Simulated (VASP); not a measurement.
The system is LiF (kscan).

```
Li F
1.0
     0.00000    2.04171    2.04171
     2.04171    0.00000    2.04171
     2.04171    2.04171    0.00000
Li F
1 1
Cartesian
  0.0000 0.0000 0.0000
  2.0417 2.0417 2.0417
```

```yaml
Program: VASP 6.6.1
Task: relaxation of cell and atoms
Functional: r2SCAN
Potentials_or_basis: VASP PAW PBE potentials, release 64 (Li_sv, F)
Cutoff: 600 eV
k_mesh: 10 × 10 × 10
Occupations: gaussian, width 0.02 eV
Spin: no spin polarisation
```

At the start: pressure -5.9 GPa; volume 8.51 Å³/atom.

How do energy, volume and symmetry change on relaxing?

Over 4 steps the energy falls by 13.6 meV/atom and the volume is 7.84 Å³/atom (-7.9 %); space group Fm-3m (No. 225, to 0.05 Å).

Step by step:
| step | energy change (eV) | largest force (eV/Å) | pressure (GPa) | volume (Å³) |
| --- | --- | --- | --- | --- |
| 1 | 0.0000 | 0.0000 | -5.86 | 17.02 |
| 2 | -0.0211 | 0.0000 | -3.04 | 16.27 |
| 3 | -0.0271 | 0.0000 | 0.36 | 15.61 |
| 4 | -0.0272 | 0.0000 | 0.00 | 15.68 |

Final structure:
```
Li F
1.0
     0.00000    1.98642    1.98642
     1.98642    0.00000    1.98642
     1.98642    1.98642    0.00000
Li F
1 1
Cartesian
  0.0000 0.0000 0.0000
  1.9864 1.9864 1.9864
```

Caveat: the cutoff is under 1.25 times the usual one of these potentials, so pressure, stress and relaxed cells hold a basis-set (Pulay) error; the PAW data sets were made with another functional, which shifts forces and pressure a little.
